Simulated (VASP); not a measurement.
# P (Fm-3m) in VASP: further runs, part 2 of 2

VASP 6.6.1.

## 3. Single point, LDA

This run uses another cell than the first one, of 14.21 Å³/atom.

File INCAR:

```
PREC = Accurate ; ENCUT = 520
EDIFF = 1E-6 ; ISMEAR = -1
SIGMA = 0.02 ; LREAL = F
LASPH = T ; NELM = 100
ALGO = Normal ; ISIF = 2
LWAVE = F ; LCHARG = T
GGA = CA ; LELF = T
LVHAR = T ; NBANDS = 8
```

File KPOINTS:

```
regular mesh
0
Gamma
  19 19 19
```

File POSCAR:

```
P
1.0
    0.0000000000      1.9224992897      1.9224992897
    1.9224992897      0.0000000000      1.9224992897
    1.9224992897      1.9224992897      0.0000000000
P
1
Direct
    0.0000000000      0.0000000000      0.0000000000
```

Potentials or basis: VASP PAW LDA potentials, release 64 (P).

Run with:

```bash
> cat potpaw_LDA.64/P/POTCAR > POTCAR
> mpirun -np 1 vasp_std > vasp.out
```

Run time: 20 s. Hardware: 1 thread of Intel Xeon 8259CL, shared host; peak memory 0.13 GiB.

Results (log left out):

* Free energy: -5.3021 eV
* Pressure: -2.1 GPa
* Band gap on the k mesh: zero (an odd number of electrons rules out a gap without spin polarisation)

Levels at points of the mesh, in eV from the Fermi level:
```tsv
k point	band 1	band 2	band 3	band 4	band 5	band 6	band 7
(0.00, 0.00, 0.00)	-16.50	6.93	6.93	6.93	11.52	11.52	11.52
```

## 4. Single point, LDA

This run uses another cell than the first one, of 13.65 Å³/atom.

File INCAR:

```
SYSTEM = P
ALGO     = Normal         ! electronic algorithm
EDIFF    = 1E-7           ! SCF threshold, eV
ENCUT    = 520            ! plane-wave cutoff, eV
GGA      = CA             ! functional
ISIF     = 2              ! what is computed and relaxed
ISMEAR   = -1             ! smearing method
LASPH    = .True.         ! aspherical terms in the spheres
LCHARG   = .False.        ! write CHGCAR
LREAL    = .False.        ! projectors in reciprocal space
LWAVE    = .False.        ! write WAVECAR
NBANDS   = 8              ! bands
NELM     = 100            ! most SCF steps
PREC     = Accurate       ! precision mode
SIGMA    = 0.02           ! smearing width, eV
```

File KPOINTS:

```
k-points
0
Gamma
  20 20 20
  0 0 0
```

File POSCAR:

```
P
1.0
    0.0000000000      1.8970327244      1.8970327244
    1.8970327244      0.0000000000      1.8970327244
    1.8970327244      1.8970327244      0.0000000000
P
1
Direct
    0.0000000000      0.0000000000      0.0000000000
```

Potentials or basis: VASP PAW LDA potentials, release 64 (P).

Run with:

```bash
> cat potpaw_LDA.64/P/POTCAR > POTCAR
> mpirun -np 1 vasp_std > vasp.out
```

OUTCAR:

```text
SYSTEM = P
   EDIFF = 1E-7
   ENCUT = 520
   GGA = CA
   ISIF = 2
   ISMEAR = -1
   LASPH = .True.
   LREAL = .False.
   NELM = 100
   PREC = Accurate

 ion  position               nearest neighbor table
   1  0.000  0.000  0.000-

  LATTYP: Found a face centered cubic cell.
 ALAT       =     3.7940654488

  Lattice vectors:

 A1 = (   0.0000000000,   1.8970327244,   1.8970327244)
 A2 = (   1.8970327244,   0.0000000000,   1.8970327244)
 A3 = (   1.8970327244,   1.8970327244,   0.0000000000)

[... 432 lines left out ...]
  band No.  band energies     occupation
      1      -2.3701      2.00000
      2       5.5252      2.00000
      3      15.0418      0.00000
      4      16.2358      0.00000
      5      21.7982      0.00000
      6      21.9846      0.00000
      7      22.2790      0.00000
      8      28.5263      0.00000

 [... further k-points ...]
[... 5 lines left out ...]
  --------------------------------------------------------------------------------------
  -------------------------------------------------------------------------------------
  Total        0.1390587      0.1390587      0.1390587     -0.0000000      0.0000000      0.0000000
  in kB       16.3175249     16.3175249     16.3175249     -0.0000000      0.0000000      0.0000000
  external PRESSURE =      16.3175249 kB  Pullay stress =       0.0000000 kB

 VOLUME and BASIS-vectors are now :
 -----------------------------------------------------------------------------
  energy-cutoff  :      520.00
  volume of cell :       13.65
      direct lattice vectors                 reciprocal lattice vectors
     0.000000000  1.897032724  1.897032724    -0.263569518  0.263569518  0.263569518
     1.897032724  0.000000000  1.897032724     0.263569518 -0.263569518  0.263569518
     1.897032724  1.897032724  0.000000000     0.263569518  0.263569518 -0.263569518

 POSITION                                       TOTAL-FORCE (eV/Angst)
 -----------------------------------------------------------------------------------
      0.00000      0.00000      0.00000         0.000000      0.000000     -0.000000
 -----------------------------------------------------------------------------------
    total drift:                                0.000000      0.000000     -0.000000

  FREE ENERGIE OF THE ION-ELECTRON SYSTEM (eV)
  ---------------------------------------------------
  free  energy   TOTEN  =        -5.3035780010 eV

  energy  without entropy=       -5.3028634814  energy(sigma->0) =       -5.30322074
```

stdout:

```text
POSCAR found type information on POSCAR P
 POSCAR found :  1 types and       1 ions
 scaLAPACK will be used
 LDA part: xc-table for (Slater(with rela. corr.)+CA(PZ))
 , standard interpolation
 POSCAR, INCAR and KPOINTS ok, starting setup
 FFT: planning ... GRIDC
 FFT: planning ... GRID_SOFT
 FFT: planning ... GRID
 WAVECAR not read
 entering main loop
```

It took 20 s on 1 thread of Intel Xeon 8259CL, shared host; peak memory 0.13 GiB.

What came out:

| Property | Result |
| --- | --- |
| Free energy | -5.3036 eV |
| Pressure | 1.6 GPa |
| Band gap on the k mesh | zero (an odd number of electrons rules out a gap without spin polarisation) |

Levels at points of the mesh, in eV from the Fermi level:
| k point | band 1 | band 2 | band 3 | band 4 | band 5 | band 6 | band 7 |
| --- | --- | --- | --- | --- | --- | --- | --- |
| (0.00, 0.00, 0.00) | -16.97 | 7.26 | 7.26 | 7.26 | 11.56 | 11.56 | 11.56 |
| (0.50, 0.00, 0.00) | -10.71 | -8.55 | 5.14 | 5.14 | 10.57 | 10.57 | 11.13 |
| (0.50, 0.50, 0.00) | -7.87 | -7.12 | 0.71 | 0.71 | 4.18 | 5.07 | 23.68 |

## 5. Overview

| cell | k mesh | gap on the mesh (eV) | pressure (GPa) |
| --- | --- | --- | --- |
| a = 2.701 Å, angles 60.0°, 1 atom | 19 × 19 × 19 | none | -0.1 |
| a = 2.719 Å, angles 60.0°, 1 atom | 19 × 19 × 19 | none | -2.1 |
| a = 2.683 Å, angles 60.0°, 1 atom | 20 × 20 × 20 | none | 1.6 |

Alike in all rows: task single point; level LDA; potentials or basis VASP PAW LDA potentials, release 64 (P); no spin polarisation; cutoff (eV) 520; smearing fermi-dirac 0.02 eV.

Absolute energies hang on the potentials; compare differences alone.
